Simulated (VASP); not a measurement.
B2AsN:

```
CELL_PARAMETERS angstrom
-2.12115 2.12115 4.15339
2.12115 -2.12115 4.15339
2.12115 2.12115 -4.15339
ATOMIC_POSITIONS crystal
N 0.00000 0.00000 0.00000
N 0.25000 0.75000 0.50000
B 0.62500 0.70013 0.57513
B 0.95013 0.37500 0.07513
B 0.12500 0.04987 0.42487
B 0.29987 0.87500 0.92487
As 0.50000 0.50000 0.00000
As 0.75000 0.25000 0.50000
```

Base run:

| Item | Value |
| --- | --- |
| Program | VASP 6.6.1 |
| Functional | PBE |
| Potentials or basis | VASP PAW PBE potentials, release 64 (N, B, As_d) |
| Cutoff | 600 eV |
| k mesh | 8 × 8 × 8 |
| Occupations | fermi-dirac, width 0.02 eV |
| Spin | no spin polarisation |

Its results: band gap on the k mesh 2.08 eV, indirect (least direct gap 2.13 eV); pressure 2.1 GPa; largest force 0.201 eV/Å.

Problem. The run is repeated on the same cell with these changes: potentials or basis from VASP PAW PBE potentials, release 64 (N, B, As_d) to VASP PAW PBE potentials, release 64 (N, B, As); cutoff from 600 eV to 520 eV; further incar settings from ALGO = Normal; EDIFF = 1e-06; NBANDS = 36 to ALGO = Normal; EDIFF = 1e-06; NBANDS = 26; valence electrons from 52 to 32. What comes out?

Solution. Band gap on the k mesh 2.08 eV, indirect (least direct gap 2.13 eV); pressure 3.0 GPa; largest force 0.298 eV/Å.

A k mesh can miss the band edges.
